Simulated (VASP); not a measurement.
Set up this calculation in VASP 6.6.1, as the native input.

```
Task                   : single point
Functional             : PBE
Potentials or basis    : VASP PAW PBE potentials, release 64 (Al, O)
Cutoff                 : 520 eV
k mesh                 : 3 × 4 × 4
Occupations            : gaussian, width 0.2 eV
Spin                   : no spin polarisation
Dipole correction      : no
Further INCAR settings : ALGO = Normal; EDIFF = 1e-07; NBANDS = 28
```

The structure of AlO6 lies in POSCAR:

```
AlO6
1.0
    7.6088625884      0.0000000000      0.0000000000
    0.0000000000      2.5699662735      2.5699877319
    0.0000000000     -2.5699662735      2.5699877319
Al O
1 6
Direct
    0.0000000000      0.2752115862      0.2752115862
    0.4195989908      0.7753170111      0.7753170111
    0.5804010092      0.7753170111      0.7753170111
    0.9033525091      0.2752754427      0.7752432231
    0.0966474909      0.7752432231      0.2752754427
    0.9033525091      0.7752432231      0.2752754427
    0.0966474909      0.2752754427      0.7752432231
```

These files were run (other wordings do the same):

INCAR

```
SYSTEM = AlO6
PREC     = Accurate       ! precision mode
ENCUT    = 520            ! plane-wave cutoff, eV
EDIFF    = 1E-7           ! SCF threshold, eV
ISMEAR   = 0              ! smearing method
SIGMA    = 0.2            ! smearing width, eV
LREAL    = .False.        ! projectors in reciprocal space
LASPH    = .True.         ! aspherical terms in the spheres
NELM     = 80             ! most SCF steps
ALGO     = Normal         ! electronic algorithm
ISIF     = 2              ! what is computed and relaxed
LWAVE    = .False.        ! write WAVECAR
LCHARG   = .False.        ! write CHGCAR
GGA      = PE             ! functional
NBANDS   = 28             ! bands
```

KPOINTS

```
regular mesh
0
Gamma
  3 4 4
  0 0 0
```

Potentials or basis: VASP PAW PBE potentials, release 64 (Al, O).

Command:

```sh
$ cat potpaw_PBE.64/Al/POTCAR potpaw_PBE.64/O/POTCAR > POTCAR
$ mpirun -np 1 vasp_std > vasp.out
```

Results of the run:

- Pressure: 1.1 GPa
- Largest force: 1.126 eV/Å

Caveat: the k points lie up to 0.43 Å⁻¹ apart; the standard files for N, O and F lose accuracy on very short bonds; an odd number of electrons without spin polarisation forces a metal; a magnetic or distorted state may lie lower.

It took 58 s on 1 thread of Intel(R) Xeon(R) Platinum 8488C (Sapphire Rapids), with other jobs on the host, peak memory 0.2 GiB.
